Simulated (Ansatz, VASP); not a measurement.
**One calculation of B2P3, two programs**

```
CELL_PARAMETERS angstrom
5.01077 0.00000 0.00000
-2.50539 4.33946 0.00000
0.00000 0.00000 4.35425
ATOMIC_POSITIONS crystal
B 0.66667 0.33333 0.69327
B 0.66667 0.33333 0.30673
P 0.49771 0.50229 0.00000
P 0.49771 0.99542 0.00000
P 0.00458 0.50229 0.00000
```

Alike in both runs: functional PBE; k mesh 4 × 4 × 3; occupations gaussian, width 0.2 eV; no spin polarisation.

Ansatz relaxed the structure, and its values are those at the end. VASP's run is a single point on that final structure, the one shown.

|  | VASP | Ansatz |
| --- | --- | --- |
| version | VASP 6.6.1 | Ansatz 0.2.0 |
| potentials or method | VASP PAW PBE potentials, release 64 (B, P), cutoff 500 eV | scalar-relativistic, plane waves, PAW |
| valence electrons in the cell | 21 | 21 |

```tsv
	VASP	Ansatz	Ansatz less VASP
gap on the k mesh at the Fermi level (eV)	none	none	-
pressure (GPa)	0.0	0.2	+0.14
rms of the force components (eV/Å)	0.031	0.013	-0.0178
```

A gap of «none» marks a metal or a gap that the smearing closes.

The k mesh is coarse, so the values compare programs but aren't converged.
